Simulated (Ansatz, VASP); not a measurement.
Two plane-wave programs on TlPbF3

```
Tl Pb F
1.0
     4.77819    0.00000    0.00000
     0.00000    4.77819    0.00000
     0.00000    0.00000    4.77819
Tl Pb F
1 1 3
Direct
  0.00000 0.00000 0.00000
  0.50000 0.50000 0.50000
  0.50000 0.50000 0.00000
  0.50000 0.00000 0.50000
  0.00000 0.50000 0.50000
```

Alike in both runs: task single point; functional PBE; k mesh 6 × 6 × 6; occupations fermi-dirac, width 0.02 eV; no spin polarisation.

```csv
,VASP,Ansatz
version,VASP 6.6.1,Ansatz 0.2.0
potentials or method,"VASP PAW PBE potentials, release 64 (Tl_d, Pb_d, F)","plane waves, PAW"
plane-wave cutoff (eV),520,420
valence electrons in the cell,48,48
```

Ansatz gave:

| Item | Value |
| --- | --- |
| gap on the k mesh at the Fermi level (eV) | 1.61 |
| pressure (GPa) | 2.1 |

Problem. Which values does VASP return?

Solution. gap on the k mesh at the Fermi level (eV): 1.62; pressure (GPa): 1.9.

Neither program's run includes spin-orbit coupling.
